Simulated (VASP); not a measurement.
# K (I4/mmm) in VASP: notebook

The runs below take K through single point, with PBE.

Program: VASP 6.6.1. These are calculated values, not measurements. Logs are shortened: lines on timing, memory, paths and dates and some standing lists are left out, and cuts for length are marked.

## (1) The cell of the first run

The structure is tetragonal, space group I4/mmm (No. 139). Conventional cell: a = 4.712 Å, b = 4.712 Å, c = 5.236 Å, α = 90.00°, β = 90.00°, γ = 90.00°. Within 5.6 Å of K (site symmetry 4/mmm) lie 14 K at 4.24 to 5.24 Å.

## (2) Single point, PBE (strain -0.1000 x Voigt [1, 1, 0, 0, 0, 0])

INCAR

```
SYSTEM = K
  PREC = Accurate
  ENCUT = 520
  EDIFF = 1E-6
  ISMEAR = 0
  SIGMA = 0.15
  LREAL = .False.
  LASPH = .True.
  NELM = 60
  ALGO = Fast
  ISIF = 2
  LWAVE = .False.
  LCHARG = .False.
  GGA = PE
  NBANDS = 10
```

KPOINTS

```
Automatic mesh
0
Gamma
  14 14 14
  0 0 0
```

POSCAR

```
K
1.0
   -2.3562000000      2.3562000000      2.6180000000
    2.3562000000     -2.3562000000      2.6180000000
    2.3562000000      2.3562000000     -2.6180000000
K
1
Direct
    0.0000000000      0.0000000000      0.0000000000
```

Potentials or basis: VASP PAW PBE potentials, release 64 (K_sv).

Run with:

```
$ cat potpaw_PBE.64/K_sv/POTCAR > POTCAR
$ mpirun -np 1 vasp_std > vasp.out
```

OUTCAR:

```text
SYSTEM = K
   PREC = Accurate
   ENCUT = 520
   EDIFF = 1E-6
   ISMEAR = 0
   LREAL = .False.
   LASPH = .True.
   NELM = 60
   ISIF = 2
   GGA = PE

 ion  position               nearest neighbor table
   1  0.000  0.000  0.000-

  LATTYP: Found a body centered tetragonal cell.
 ALAT       =     4.7124000000
 C/A-ratio  =     1.1111111111

  Lattice vectors:

 A1 = (  -2.3562000000,   2.3562000000,   2.6180000000)
 A2 = (   2.3562000000,  -2.3562000000,   2.6180000000)
 A3 = (   2.3562000000,   2.3562000000,  -2.6180000000)

Analysis of symmetry for initial positions (statically):
=====================================================================
 Subroutine PRICEL returns:
 Original cell was already a primitive cell.

 Routine SETGRP: Setting up the symmetry group for a
 body centered tetragonal supercell.

 Subroutine GETGRP returns: Found 16 space group operations
 (whereof 16 operations were pure point group operations)
 out of a pool of 16 trial point group operations.

The static configuration has the point symmetry D_4h.

Analysis of symmetry for dynamics (positions and initial velocities):
=====================================================================
 Subroutine PRICEL returns:
 Original cell was already a primitive cell.

 Routine SETGRP: Setting up the symmetry group for a
 body centered tetragonal supercell.

 Subroutine GETGRP returns: Found 16 space group operations
 (whereof 16 operations were pure point group operations)
 out of a pool of 16 trial point group operations.

The dynamic configuration has the point symmetry D_4h.

 Subroutine INISYM returns: Found 16 space group operations
 (whereof 16 operations are pure point group operations),
 and found     1 'primitive' translations

----------------------------------------------------------------------------------------

                                     Primitive cell

  volume of cell :      58.1372

  direct lattice vectors                    reciprocal lattice vectors
    -2.356200000  2.356200000  2.618000000     0.000000000  0.212206095  0.190985485
     2.356200000 -2.356200000  2.618000000     0.212206095  0.000000000  0.190985485
     2.356200000  2.356200000 -2.618000000     0.212206095  0.212206095  0.000000000

  length of vectors
     4.237603200  4.237603200  4.237603200     0.285494102  0.285494102  0.300104737

  position of ions in fractional coordinates (direct lattice)
     0.000000000  0.000000000  0.000000000

  ion indices of the primitive-cell ions
   primitive index   ion index
                 1           1

----------------------------------------------------------------------------------------

 KPOINTS: Automatic mesh

Automatic generation of k-mesh.
 Grid dimensions read from file:
 generate k-points for:   14   14   14

 Generating k-lattice:

  Cartesian coordinates                     Fractional coordinates (reciprocal lattice)
     0.000000000  0.015157578  0.013641820     0.071428571 -0.000000000  0.000000000
     0.015157578  0.000000000  0.013641820    -0.000000000  0.071428571  0.000000000
     0.015157578  0.015157578  0.000000000     0.000000000  0.000000000  0.071428571

  Length of vectors
     0.020392436  0.020392436  0.021436053

  Shift w.r.t. Gamma in fractional coordinates (k-lattice)
     0.000000000  0.000000000  0.000000000

 Subroutine IBZKPT returns following result:
 ===========================================

 Found    244 irreducible k-points:

 Following reciprocal coordinates:
            Coordinates               Weight
  0.000000  0.000000  0.000000      1.000000
  0.071429  0.000000  0.000000      8.000000
  0.142857  0.000000  0.000000      8.000000
  0.214286  0.000000  0.000000      8.000000
  0.285714 -0.000000  0.000000      8.000000
  0.357143  0.000000  0.000000      8.000000
[... 16 lines left out ...]
  0.214286  0.142857  0.000000     16.000000
  0.285714  0.142857  0.000000     16.000000
 [... further k-points ...]
   k-points           NKPTS =    244   k-points in BZ     NKDIM =    244   number of bands    NBANDS=     10
   number of dos      NEDOS =    301   number of ions     NIONS =      1
   total plane-waves  NPLWV =  32768
   dimension x,y,z NGX =    32 NGY =   32 NGZ =   32
   dimension x,y,z NGXF=    64 NGYF=   64 NGZF=   64
   ions per type =               1
   NGX,Y,Z   is equivalent  to a cutoff of  12.55, 12.55, 12.55 a.u.
   NGXF,Y,Z  is equivalent  to a cutoff of  25.11, 25.11, 25.11 a.u.
 SYSTEM =  K
   PREC   = accura    normal or accurate (medium, high low for compatibility)
   ISTART =      0    job   : 0-new  1-cont  2-samecut
   ICHARG =      2    charge: 1-file 2-atom 10-const
   ISPIN  =      1    spin polarized calculation?
   LNONCOLLINEAR =      F non collinear calculations
   LSORBIT =      F    spin-orbit coupling
   LASPH  =      T    aspherical Exc in radial PAW
   ENCUT  =  520.0 eV  38.22 Ry    6.18 a.u.   7.88  7.88  7.88*2*pi/ulx,y,z
   NELM   =     60;   NELMIN=  2; NELMDL= -5     # of ELM steps
   EDIFF  = 0.1E-05   stopping-criterion for ELM
   LREAL  =      F    real-space projection
   EDIFFG = 0.1E-04   stopping-criterion for IOM
   NSW    =      0    number of steps for IOM
   IBRION =     -1    ionic relax: 0-MD 1-quasi-New 2-CG
   NFREE  =      0    steps in history (QN), initial steepest desc. (CG)
   ISIF   =      2    stress and relaxation
   ISYM   =      2    0-nonsym 1-usesym 2-fastsym
   POTIM  = 0.5000    time-step for ionic-motion
   TEBEG  =    0.0;   TEEND  =   0.0 temperature during run
   PSTRESS=    0.0 pullay stress
   NELECT =       9.0000    total number of electrons
   NUPDOWN=      -1.0000    fix difference up-down
   EMIN   =  10.00;   EMAX   =-10.00  energy-range for DOS
   EFERMI =   0.00;   METHOD = LEGACY
   ISMEAR =     0;   SIGMA  =   0.15  broadening in eV -4-tet -1-fermi 0-gaus
   EFERMI_NEDOS =   21; number of points for ismear=-14 and -15
   IALGO  =     68    algorithm
   IMIX   =      4    mixing-type and parameters
     AMIX     =   0.40;   BMIX     =  1.00
     AMIX_MAG =   1.60;   BMIX_MAG =  1.00
  volume/ion in A,a.u.               =      58.14       392.33
  Fermi-wavevector in a.u.,A,eV,Ry     =   0.879031  1.661128 10.513168  0.772696
  Thomas-Fermi vector in A             =   1.999199
   LORBIT       =      0    0 simple, 1 ext, 2 COOP (PROOUT), +10 PAW based schemes
   GGA     = PE    functional components
   LHFCALC =     F    Hartree Fock is set to
   AEXX    =    0.0000 exact exchange contribution
   IVDW    =     0    specifies the selected vdW correction
   LEPSILON=     F    determine dielectric tensor
   LRPA    =     F    only Hartree local field effects (RPA)
 non-spin polarized calculation
 RMM-DIIS sequential band-by-band and
 Gauss-broadening in eV      SIGMA  =   0.15
  energy-cutoff  :      520.00
  volume of cell :       58.14
 maximum number of plane-waves:      1584
   NGX = 15   NGY = 15   NGZ = 15

 number of electron       9.0000002 magnetization

 Free energy of the ion-electron system (eV)
  ---------------------------------------------------
  ext. energy  EPLUGINS =         0.00000000
  ---------------------------------------------------
  free energy    TOTEN  =        -0.99640830 eV

  energy without entropy =       -0.98815027  energy(sigma->0) =       -0.99227929

 E-fermi :   0.4748     XC(G=0):  -6.2528

 val. band max:        0.4480903427   @ k =   0.3571   0.0714   0.0714
 cond. band min:       0.4836921392   @ k =  -0.2857  -0.2857   0.0714
 fundamental gap:      0.0356017965
 Fermi energy:         0.4748485956

 k-point     1 :       0.0000    0.0000    0.0000
  band No.  band energies     occupation
      1     -31.5607      2.00000
      2     -14.9829      2.00000
      3     -14.9829      2.00000
      4     -14.9810      2.00000
      5      -2.0370      2.00000
      6       4.8227      0.00000
      7       4.8227      0.00000
      8       5.3786      0.00000
      9       5.6436      0.00000
     10       6.3947      0.00000

 k-point     2 :       0.0714    0.0000    0.0000
  band No.  band energies     occupation
      1     -31.5601      2.00000
      2     -14.9899      2.00000
      3     -14.9850      2.00000
      4     -14.9818      2.00000
      5      -1.9617      2.00000
      6       4.7319      0.00000
      7       4.8204      0.00000
      8       5.3603      0.00000
      9       5.5580      0.00000
     10       6.3262      0.00000

 k-point     3 :       0.1429    0.0000    0.0000
  band No.  band energies     occupation
      1     -31.5584      2.00000
      2     -15.0115      2.00000
      3     -14.9909      2.00000
      4     -14.9819      2.00000
      5      -1.7393      2.00000
      6       4.3665      0.00000
      7       4.7304      0.00000
      8       5.4299      0.00000
      9       5.5005      0.00000
     10       6.2084      0.00000

 k-point     4 :       0.2143    0.0000    0.0000
  band No.  band energies     occupation
      1     -31.5560      2.00000
      2     -15.0425      2.00000
      3     -14.9995      2.00000
      4     -14.9820      2.00000
      5      -1.3805      2.00000
      6       3.7783      0.00000
      7       4.5192      0.00000
      8       5.5712      0.00000
      9       5.6977      0.00000
     10       6.1390      0.00000
[... 222 lines left out ...]
 k-point    22 :       0.1429    0.1429    0.0000
  band No.  band energies     occupation
      1     -31.5549      2.00000
      2     -15.0527      2.00000
      3     -15.0036      2.00000
      4     -14.9859      2.00000
      5      -1.1996      2.00000
      6       3.6710      0.00000
      7       4.2213      0.00000
      8       5.5059      0.00000
      9       5.8194      0.00000
     10       6.3535      0.00000

 k-point    23 :       0.2143    0.1429    0.0000
  band No.  band energies     occupation
      1     -31.5525      2.00000
      2     -15.0785      2.00000
      3     -15.0152      2.00000
      4     -14.9877      2.00000
      5      -0.7418      2.00000
      6       3.1596      0.00000
      7       3.9211      0.00000
      8       5.6363      0.00000
      9       5.9770      0.00000
     10       6.4892      0.00000

 k-point    24 :       0.2857    0.1429    0.0000
  band No.  band energies     occupation
      1     -31.5502      2.00000
      2     -15.1016      2.00000
      3     -15.0264      2.00000
      4     -14.9891      2.00000
      5      -0.1858      2.00000
      6       2.5727      0.00000
      7       3.7033      0.00000
      8       5.6177      0.00000
      9       6.1338      0.00000
     10       6.8022      0.00000

 [... further k-points ...]

------------------------ aborting loop because EDIFF is reached ----------------------------------------

  FORCE on cell =-STRESS in cart. coord.  units (eV):
  Direction    XX          YY          ZZ          XY          YZ          ZX
  --------------------------------------------------------------------------------------
  -------------------------------------------------------------------------------------
  Total        0.4858054      0.4858054      0.4715465      0.0000000      0.0000000      0.0000000
  in kB       13.3881017     13.3881017     12.9951456      0.0000000      0.0000000      0.0000000
  external PRESSURE =      13.2571164 kB  Pullay stress =       0.0000000 kB

 VOLUME and BASIS-vectors are now :
 -----------------------------------------------------------------------------
  energy-cutoff  :      520.00
  volume of cell :       58.14
      direct lattice vectors                 reciprocal lattice vectors
    -2.356200000  2.356200000  2.618000000     0.000000000  0.212206095  0.190985485
     2.356200000 -2.356200000  2.618000000     0.212206095  0.000000000  0.190985485
     2.356200000  2.356200000 -2.618000000     0.212206095  0.212206095  0.000000000

 POSITION                                       TOTAL-FORCE (eV/Angst)
 -----------------------------------------------------------------------------------
      0.00000      0.00000      0.00000         0.000000     -0.000000     -0.000000
 -----------------------------------------------------------------------------------
    total drift:                                0.000000      0.000000     -0.000000

  FREE ENERGIE OF THE ION-ELECTRON SYSTEM (eV)
  ---------------------------------------------------
  free  energy   TOTEN  =        -0.9964083040 eV

  energy  without entropy=       -0.9881502694  energy(sigma->0) =       -0.99227929
```

It took 1.8 min on 1 thread of Intel Xeon 8259CL, shared host; peak memory 0.27 GiB.

Results:

| Property | Result |
| --- | --- |
| Free energy | -0.9964 eV |
| Pressure | 1.3 GPa |
| Band gap on the k mesh | zero (an odd number of electrons rules out a gap without spin polarisation) |

Levels at points of the mesh, in eV from the Fermi level:
| k point | band 2 | band 3 | band 4 | band 5 | band 6 | band 7 | band 8 | band 9 |
| --- | --- | --- | --- | --- | --- | --- | --- | --- |
| (0.00, 0.00, 0.00) | -15.46 | -15.46 | -15.46 | -2.51 | 4.35 | 4.35 | 4.90 | 5.17 |
| (0.50, 0.00, 0.00) | -15.61 | -15.50 | -15.46 | 0.35 | 0.75 | 3.45 | 5.04 | 6.22 |
| (0.50, 0.50, 0.00) | -15.61 | -15.51 | -15.47 | 0.52 | 1.07 | 2.80 | 5.77 | 6.37 |
| (0.50, 0.50, 0.50) | -15.58 | -15.55 | -15.55 | 1.29 | 1.71 | 3.31 | 4.65 | 4.65 |

Caveat: the cell differs from its parent crystal (strain -0.1000 x Voigt [1, 1, 0, 0, 0, 0]).

## (3) Single point, PBE (strain -0.0750 x Voigt [1, 1, 0, 0, 0, 0])

INCAR

```
PREC = Accurate
ENCUT = 520
EDIFF = 1E-7
ISMEAR = 0
SIGMA = 0.15
LREAL = False
LASPH = True
NELM = 100
ALGO = Fast
ISIF = 2
LWAVE = False
LCHARG = False
GGA = PE
NBANDS = 10
```

KPOINTS

```
Automatic mesh
0
Gamma
  14 14 14
```

POSCAR

```
K
1.0
   -2.4216500000      2.4216500000      2.6180000000
    2.4216500000     -2.4216500000      2.6180000000
    2.4216500000      2.4216500000     -2.6180000000
K
1
Direct
    0.0000000000      0.0000000000      0.0000000000
```

Potentials or basis: VASP PAW PBE potentials, release 64 (K_sv).

Run with:

```
$ cat potpaw_PBE.64/K_sv/POTCAR > POTCAR
$ mpirun -np 1 vasp_std > vasp.out
```

Run time: 2.3 min. Hardware: 1 thread of Intel Xeon 8259CL, shared host; peak memory 0.28 GiB.

Results (log left out):

- Free energy: -1.0198 eV
- Pressure: 0.9 GPa
- Band gap on the k mesh: zero (an odd number of electrons rules out a gap without spin polarisation)

Levels at points of the mesh, in eV from the Fermi level:
```
           k point  band 2  band 3  band 4  band 5  band 6  band 7  band 8  band 9
(0.00, 0.00, 0.00)  -15.48  -15.48  -15.48   -2.43    4.34    4.34    4.75    5.20
(0.50, 0.00, 0.00)  -15.61  -15.52  -15.48    0.38    0.73    3.38    5.05    6.07
(0.50, 0.50, 0.00)  -15.60  -15.52  -15.49    0.52    0.96    2.91    5.52    6.26
(0.50, 0.50, 0.50)  -15.58  -15.56  -15.56    1.40    1.70    3.37    4.33    4.33
```

Caveat: the cell differs from its parent crystal (strain -0.0750 x Voigt [1, 1, 0, 0, 0, 0]).

The gap in the log of VASP goes by the Fermi energy; the results here count the filled bands.